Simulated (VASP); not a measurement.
# Zn32S33 (a cell with a defect) in VASP: single point with PBEsol

Aim: the single point of Zn32S33 (a cell with a defect) with PBEsol.

Everything below comes from runs of VASP 6.6.1. Logs are shortened: lines on timing, memory, paths and dates and some standing lists are left out, and cuts for length are marked.

## 1. The cell of the first run

The cell holds a defect, 65 atoms: a = 10.713 Å, b = 10.713 Å, c = 10.713 Å, α = 90.00°, β = 90.00°, γ = 90.00°.

## 2. Single point, PBEsol

Input file INCAR:

```
SYSTEM = Zn32S33
ALGO = Normal
EDIFF = 1E-6
ENCUT = 400
GGA = PS
GGA_COMPAT = .FALSE.
ISIF = 2
ISMEAR = -1
ISYM = -1
LASPH = .TRUE.
LCHARG = .TRUE.
LELF = .TRUE.
LREAL = Auto
LVHAR = .TRUE.
LWAVE = .FALSE.
NBANDS = 329
NELM = 120
PREC = Accurate
SIGMA = 0.05
```

Input file KPOINTS:

```
explicit points
1
Reciprocal
  0.25000000   0.25000000   0.25000000 1
```

Input file POSCAR:

```
Zn32S33
1.0
   10.7125360000      0.0000000000      0.0000000000
    0.0000000000     10.7125360000      0.0000000000
    0.0000000000      0.0000000000     10.7125360000
Zn S
32 33
Direct
    0.0005530000      0.0009230000      0.9976740000
    0.0091780000      0.0095260000      0.4936660000
    0.0009960000      0.4987440000      0.0025630000
    0.9982090000      0.5020310000      0.5007250000
    0.4984510000      0.0012930000      0.0024600000
    0.5016840000      0.9985640000      0.5007570000
    0.4968900000      0.4971910000      0.0017950000
    0.4862390000      0.4866280000      0.4860770000
    0.2486180000      0.2489460000      0.9994350000
    0.2472400000      0.2475860000      0.4980920000
    0.2441780000      0.7516380000      0.0033700000
    0.2489200000      0.7492960000      0.5005040000
    0.7512580000      0.2445660000      0.0032870000
    0.7489430000      0.2492960000      0.5005160000
    0.7495620000      0.7499290000      0.9996480000
    0.7730310000      0.7733090000      0.4642240000
    0.2509960000      0.0012610000      0.2491850000
    0.2493710000      0.9983120000      0.7500510000
    0.2483590000      0.4988660000      0.2501940000
    0.2475550000      0.4988770000      0.7510160000
    0.7526170000      0.0044510000      0.2447600000
    0.7494400000      0.9961450000      0.7477510000
    0.7493890000      0.4994610000      0.2455370000
    0.7530210000      0.4877990000      0.7629740000
    0.0009110000      0.2513200000      0.2492010000
    0.9978890000      0.2497010000      0.7500570000
    0.0040910000      0.7530130000      0.2447280000
    0.9958830000      0.7497900000      0.7478290000
    0.4985350000      0.2486820000      0.2501940000
    0.4986030000      0.2479850000      0.7510230000
    0.4991240000      0.7497520000      0.2455490000
    0.4870820000      0.7532430000      0.7631040000
    0.1240710000      0.1244150000      0.1247560000
    0.1266450000      0.1270210000      0.6273040000
    0.1249320000      0.6233470000      0.1258670000
    0.1236890000      0.6247150000      0.6250150000
    0.6229970000      0.1252730000      0.1258100000
    0.6243770000      0.1240400000      0.6250200000
    0.6234520000      0.6238080000      0.1228610000
    0.5703590000      0.5709700000      0.6619230000
    0.3721010000      0.3724260000      0.1266620000
    0.3680860000      0.3684360000      0.6259280000
    0.3724720000      0.8752560000      0.1242590000
    0.3751550000      0.8731780000      0.6244060000
    0.8748850000      0.3727730000      0.1242710000
    0.8728100000      0.3755420000      0.6244040000
    0.8755520000      0.8759430000      0.1226390000
    0.8882730000      0.8885480000      0.6199140000
    0.3748560000      0.1237440000      0.3759610000
    0.3729930000      0.1231270000      0.8753990000
    0.3731080000      0.6263650000      0.3716530000
    0.3649160000      0.6222800000      0.8844010000
    0.8751160000      0.1273970000      0.3731230000
    0.8733310000      0.1232390000      0.8736560000
    0.8814300000      0.6229030000      0.3636420000
    0.8767610000      0.6224490000      0.8796700000
    0.1234060000      0.3751930000      0.3759510000
    0.1227340000      0.3732810000      0.8754230000
    0.1270500000      0.8754860000      0.3731020000
    0.1229460000      0.8737370000      0.8736880000
    0.6259870000      0.3734790000      0.3716780000
    0.6220690000      0.3654420000      0.8842620000
    0.6225850000      0.8817330000      0.3637270000
    0.6220340000      0.8769540000      0.8794970000
    0.7082540000      0.7082210000      0.6478470000
```

Potentials or basis: VASP PAW PBE potentials, release 64 (Zn, S).

The run is started by

```bash
$ cat potpaw_PBE.64/Zn/POTCAR potpaw_PBE.64/S/POTCAR > POTCAR
$ mpirun -np 1 vasp_std > vasp.out
```

OUTCAR:

```text
SYSTEM = Zn32S33
   EDIFF = 1E-6
   ENCUT = 400
   GGA = PS
   ISIF = 2
   ISMEAR = -1
   ISYM = -1
   LASPH = .TRUE.
   LREAL = Auto
   NELM = 120
   PREC = Accurate

 ion  position               nearest neighbor table
   1  0.001  0.001  0.998-  54 2.31  60 2.31  33 2.31  47 2.32
   2  0.009  0.010  0.494-  48 2.28  34 2.28  59 2.31  53 2.31
   3  0.001  0.499  0.003-  56 2.29  35 2.30  45 2.31  58 2.32
   4  0.998  0.502  0.501-  36 2.30  46 2.32  55 2.32  57 2.33
   5  0.498  0.001  0.002-  64 2.29  37 2.30  43 2.31  50 2.32
   6  0.502  0.999  0.501-  38 2.30  44 2.32  63 2.32  49 2.33
[... 15 lines left out ...]
  22  0.749  0.996  0.748-  38 2.32  48 2.33  54 2.33  64 2.34
  23  0.749  0.499  0.246-  39 2.31  45 2.31  55 2.31  61 2.32
  24  0.753  0.488  0.763-  46 2.30  62 2.32  56 2.32  40 2.41  65 2.71
  25  0.001  0.251  0.249-  45 2.30  57 2.31  53 2.31  33 2.32
  26  0.998  0.250  0.750-  58 2.31  34 2.31  54 2.32  46 2.33
  27  0.004  0.753  0.245-  35 2.29  55 2.30  47 2.31  59 2.31
  28  0.996  0.750  0.748-  36 2.32  48 2.33  60 2.33  56 2.34
  29  0.499  0.249  0.250-  37 2.30  41 2.31  61 2.31  49 2.32
  30  0.499  0.248  0.751-  62 2.32  50 2.32  38 2.32  42 2.33
  31  0.499  0.750  0.246-  39 2.31  43 2.31  63 2.31  51 2.32
  32  0.487  0.753  0.763-  44 2.30  52 2.32  64 2.32  40 2.40  65 2.71
  33  0.124  0.124  0.125-   1 2.31   9 2.32  17 2.32  25 2.32
  34  0.127  0.127  0.627-   2 2.28  10 2.29  18 2.31  26 2.31
  35  0.125  0.623  0.126-  27 2.29  11 2.29   3 2.30  19 2.30
  36  0.124  0.625  0.625-   4 2.30  12 2.32  20 2.32  28 2.32
  37  0.623  0.125  0.126-  21 2.29  13 2.29   5 2.30  29 2.30
  38  0.624  0.124  0.625-   6 2.30  14 2.32  30 2.32  22 2.32
  39  0.623  0.624  0.123-  31 2.31  23 2.31   7 2.32  15 2.32
  40  0.570  0.571  0.662-  65 2.09   8 2.28  32 2.40  24 2.41
  41  0.372  0.372  0.127-  29 2.31  19 2.31   9 2.31   7 2.32
  42  0.368  0.368  0.626-  10 2.29  20 2.33  30 2.33   8 2.33
  43  0.372  0.875  0.124-  17 2.30  11 2.31  31 2.31   5 2.31
  44  0.375  0.873  0.624-  32 2.30  12 2.31   6 2.32  18 2.33
  45  0.875  0.373  0.124-  25 2.30  13 2.31  23 2.31   3 2.31
  46  0.873  0.376  0.624-  24 2.30  14 2.31   4 2.32  26 2.33
  47  0.876  0.876  0.123-  27 2.31  21 2.31   1 2.32  15 2.32
  48  0.888  0.889  0.620-   2 2.28  22 2.33  28 2.33  16 2.41  65 2.75
  49  0.375  0.124  0.376-  17 2.31  10 2.31  29 2.32   6 2.33
  50  0.373  0.123  0.875-  18 2.31   9 2.31   5 2.32  30 2.32
  51  0.373  0.626  0.372-   8 2.28  19 2.31  31 2.32  12 2.33
  52  0.365  0.622  0.884-  11 2.28  32 2.32  20 2.32   7 2.32
  53  0.875  0.127  0.373-   2 2.31  25 2.31  21 2.31  14 2.32
  54  0.873  0.123  0.874-  13 2.31   1 2.31  26 2.32  22 2.33
[... 8 lines left out ...]
  63  0.623  0.882  0.364-  16 2.26  21 2.30  31 2.31   6 2.32
  64  0.622  0.877  0.879-   5 2.29  15 2.32  32 2.32  22 2.34
  65  0.708  0.708  0.648-  40 2.09  16 2.20  24 2.71  32 2.71  48 2.75

IMPORTANT INFORMATION: All symmetrisations will be switched off!
NOSYMM: (Re-)initialisation of all symmetry stuff for point group C_1.

----------------------------------------------------------------------------------------

                                     Primitive cell

  volume of cell :    1229.3538

  direct lattice vectors                    reciprocal lattice vectors
    10.712536000  0.000000000  0.000000000     0.093348578  0.000000000  0.000000000
     0.000000000 10.712536000  0.000000000     0.000000000  0.093348578  0.000000000
     0.000000000  0.000000000 10.712536000     0.000000000  0.000000000  0.093348578

  length of vectors
    10.712536000 10.712536000 10.712536000     0.093348578  0.093348578  0.093348578

  position of ions in fractional coordinates (direct lattice)
     0.000553000  0.000923000  0.997674000
     0.009178000  0.009526000  0.493666000
     0.000996000  0.498744000  0.002563000
     0.998209000  0.502031000  0.500725000
     0.498451000  0.001293000  0.002460000
     0.501684000  0.998564000  0.500757000
[... 57 lines left out ...]
     0.622034000  0.876954000  0.879497000
     0.708254000  0.708221000  0.647847000

  ion indices of the primitive-cell ions
   primitive index   ion index
                 1           1
                 2           2
                 3           3
                 4           4
                 5           5
                 6           6
[... 57 lines left out ...]
                64          64
                65          65

----------------------------------------------------------------------------------------

 KPOINTS: explicit points

Read explicit list of k-points.

 Found      1 k-points:

 Following reciprocal coordinates:
            Coordinates               Weight
  0.250000  0.250000  0.250000      1.000000
   k-points           NKPTS =      1   k-points in BZ     NKDIM =      1   number of bands    NBANDS=    329
   number of dos      NEDOS =    301   number of ions     NIONS =     65
   total plane-waves  NPLWV = 343000
   dimension x,y,z NGX =    70 NGY =   70 NGZ =   70
   dimension x,y,z NGXF=   140 NGYF=  140 NGZF=  140
   ions per type =              32  33
   NGX,Y,Z   is equivalent  to a cutoff of  10.86, 10.86, 10.86 a.u.
   NGXF,Y,Z  is equivalent  to a cutoff of  21.73, 21.73, 21.73 a.u.
 SYSTEM =  Zn32S33
   PREC   = accura    normal or accurate (medium, high low for compatibility)
   ISTART =      0    job   : 0-new  1-cont  2-samecut
   ICHARG =      2    charge: 1-file 2-atom 10-const
   ISPIN  =      1    spin polarized calculation?
   LNONCOLLINEAR =      F non collinear calculations
   LSORBIT =      F    spin-orbit coupling
   LASPH  =      T    aspherical Exc in radial PAW
   ENCUT  =  400.0 eV  29.40 Ry    5.42 a.u.  17.47 17.47 17.47*2*pi/ulx,y,z
   NELM   =    120;   NELMIN=  2; NELMDL= -5     # of ELM steps
   EDIFF  = 0.1E-05   stopping-criterion for ELM
   LREAL  =      T    real-space projection
   EDIFFG = 0.1E-04   stopping-criterion for IOM
   NSW    =      0    number of steps for IOM
   IBRION =     -1    ionic relax: 0-MD 1-quasi-New 2-CG
   NFREE  =      0    steps in history (QN), initial steepest desc. (CG)
   ISIF   =      2    stress and relaxation
   ISYM   =     -1    0-nonsym 1-usesym 2-fastsym
   POTIM  = 0.5000    time-step for ionic-motion
   TEBEG  =    0.0;   TEEND  =   0.0 temperature during run
   PSTRESS=    0.0 pullay stress
   NELECT =     582.0000    total number of electrons
   NUPDOWN=      -1.0000    fix difference up-down
   EMIN   =  10.00;   EMAX   =-10.00  energy-range for DOS
   EFERMI =   0.00;   METHOD = LEGACY
   ISMEAR =    -1;   SIGMA  =   0.05  broadening in eV -4-tet -1-fermi 0-gaus
   EFERMI_NEDOS =   21; number of points for ismear=-14 and -15
   IALGO  =     38    algorithm
   IMIX   =      4    mixing-type and parameters
     AMIX     =   0.40;   BMIX     =  1.00
     AMIX_MAG =   1.60;   BMIX_MAG =  1.00
  volume/ion in A,a.u.               =      18.91       127.63
  Fermi-wavevector in a.u.,A,eV,Ry     =   1.275920  2.411140 22.149910  1.627972
  Thomas-Fermi vector in A             =   2.408605
   LORBIT       =      0    0 simple, 1 ext, 2 COOP (PROOUT), +10 PAW based schemes
   GGA     = PS    functional components
   LHFCALC =     F    Hartree Fock is set to
   AEXX    =    0.0000 exact exchange contribution
   IVDW    =     0    specifies the selected vdW correction
   LEPSILON=     F    determine dielectric tensor
   LRPA    =     F    only Hartree local field effects (RPA)
 non-spin polarized calculation
  energy-cutoff  :      400.00
  volume of cell :     1229.35
 maximum number of plane-waves:     22331
 NGX is ok and might be reduce to    70
   NGX = 35   NGY = 35   NGZ = 35

 number of electron     582.0000097 magnetization

 Free energy of the ion-electron system (eV)
  ---------------------------------------------------
  ext. energy  EPLUGINS =         0.00000000
  ---------------------------------------------------
  free energy    TOTEN  =      -244.69188561 eV

  energy without entropy =     -244.69188561  energy(sigma->0) =     -244.69188561

 E-fermi :   4.0634     XC(G=0): -10.0495

 val. band max:        2.8135106882   @ k =   0.2500   0.2500   0.2500
 cond. band min:       5.2949483766   @ k =   0.2500   0.2500   0.2500
 fundamental gap:      2.4814376884
 Fermi energy:         4.0633871555

 k-point     1 :       0.2500    0.2500    0.2500
  band No.  band energies     occupation
      1     -11.9242      2.00000
      2     -10.8380      2.00000
      3     -10.5835      2.00000
      4     -10.5776      2.00000
      5     -10.4675      2.00000
      6     -10.3374      2.00000
[... 295 lines left out ...]
    302       6.4089      0.00000
    303       6.4250      0.00000
 [bands above 303 left out]

------------------------ aborting loop because EDIFF is reached ----------------------------------------

  FORCE on cell =-STRESS in cart. coord.  units (eV):
  Direction    XX          YY          ZZ          XY          YZ          ZX
  --------------------------------------------------------------------------------------
  -------------------------------------------------------------------------------------
  Total        8.0669024      8.0230867     10.9425407      1.1813773     -4.3752587     -4.3649575
  in kB       10.5133349     10.4562313     14.2610621      1.5396511     -5.7021342     -5.6887091
  external PRESSURE =      11.7435428 kB  Pullay stress =       0.0000000 kB

 VOLUME and BASIS-vectors are now :
 -----------------------------------------------------------------------------
  energy-cutoff  :      400.00
  volume of cell :     1229.35
      direct lattice vectors                 reciprocal lattice vectors
    10.712536000  0.000000000  0.000000000     0.093348578  0.000000000  0.000000000
     0.000000000 10.712536000  0.000000000     0.000000000  0.093348578  0.000000000
     0.000000000  0.000000000 10.712536000     0.000000000  0.000000000  0.093348578

 POSITION                                       TOTAL-FORCE (eV/Angst)
 -----------------------------------------------------------------------------------
      0.00592      0.00989     10.68762        -0.001319     -0.000380      0.003829
      0.09832      0.10205      5.28841         0.002106      0.001272      0.002674
      0.01067      5.34281      0.02746        -0.002139      0.001934     -0.004207
     10.69335      5.37803      5.36403         0.002918     -0.003174      0.000018
      5.33967      0.01385      0.02635         0.002364     -0.002623     -0.004421
      5.37431     10.69715      5.36438        -0.002653      0.002548      0.000176
[... 57 lines left out ...]
      6.66356      9.39440      9.42164         0.001296     -0.000211     -0.001815
      7.58720      7.58684      6.94008        -0.068970     -0.070770      0.024860
 -----------------------------------------------------------------------------------
    total drift:                               -0.002467     -0.008575     -0.013826

  FREE ENERGIE OF THE ION-ELECTRON SYSTEM (eV)
  ---------------------------------------------------
  free  energy   TOTEN  =      -244.6918856088 eV

  energy  without entropy=     -244.6918856087  energy(sigma->0) =     -244.69188561
```

It took 11 min on 1 thread of AMD EPYC 9R45 (Zen 5), shared host; peak memory 0.77 GiB.

What came out:

```yaml
Free_energy: -244.6919 eV
Pressure: 1.2 GPa
Largest_force: 0.102 eV/Å
Band_gap_on_the_k_mesh: 2.48 eV
```

Forces on the atoms (eV/Å):
```
Zn  -0.001  0.000  0.004
Zn   0.002  0.001  0.003
Zn  -0.002  0.002 -0.004
Zn   0.003 -0.003  0.000
Zn   0.002 -0.003 -0.004
Zn  -0.003  0.003  0.000
Zn   0.002  0.003 -0.003
Zn  -0.004 -0.006 -0.012
Zn   0.000  0.000  0.000
Zn   0.001  0.002  0.001
Zn  -0.003  0.002 -0.001
Zn   0.000 -0.001  0.002
Zn   0.001 -0.002  0.000
Zn  -0.001 -0.001  0.002
Zn   0.002  0.001 -0.002
Zn   0.003  0.003 -0.009
Zn   0.000  0.001  0.000
Zn   0.001 -0.001  0.000
Zn   0.000 -0.001  0.000
Zn   0.001  0.001 -0.001
Zn   0.002  0.002 -0.001
Zn   0.003 -0.001 -0.002
Zn  -0.001  0.001 -0.002
Zn   0.006 -0.004  0.005
Zn   0.000  0.000  0.000
Zn   0.000  0.001 -0.001
Zn   0.003  0.002 -0.001
Zn  -0.001  0.002 -0.002
Zn  -0.001  0.000  0.000
Zn   0.001  0.001 -0.001
Zn   0.002 -0.001 -0.002
Zn  -0.003  0.006  0.004
S    0.000  0.000  0.001
S    0.002  0.002  0.003
S    0.001 -0.002  0.001
S    0.000  0.000  0.001
S   -0.002  0.001  0.001
S    0.000  0.001  0.001
S    0.000  0.000  0.000
S    0.058  0.061 -0.003
S    0.000  0.000  0.002
S   -0.001  0.000  0.003
S    0.001 -0.001  0.001
S    0.001 -0.001  0.000
S   -0.001  0.001  0.001
S    0.000  0.002 -0.001
S   -0.001 -0.001  0.001
S    0.006  0.008 -0.004
S    0.000 -0.001  0.000
S   -0.001 -0.001  0.000
S   -0.001  0.002  0.001
S    0.000 -0.002  0.001
S   -0.001  0.000  0.000
S   -0.001  0.000 -0.001
S    0.001 -0.004  0.001
S    0.000  0.001 -0.001
S   -0.001  0.000  0.000
S   -0.001 -0.001 -0.001
S    0.000 -0.001  0.000
S   -0.001  0.000 -0.002
S    0.002 -0.001  0.001
S   -0.003  0.000  0.001
S   -0.005  0.001  0.000
S    0.001  0.000 -0.002
S   -0.069 -0.071  0.025
```

Stress tensor (GPa, compression positive):
```
 1.05  0.15 -0.57
 0.15  1.05 -0.57
-0.57 -0.57  1.43
```

Levels at points of the mesh, in eV from the valence-band top:
```csv
k point,band 287,band 288,band 289,band 290,band 291,band 292,band 293,band 294,band 295,band 296
"(0.25, 0.25, 0.25)",-0.86,-0.60,-0.57,-0.35,0.00,2.48,2.91,2.96,3.07,3.20
```

Caveat: the PAW data sets were made with another functional, which shifts forces and pressure a little.
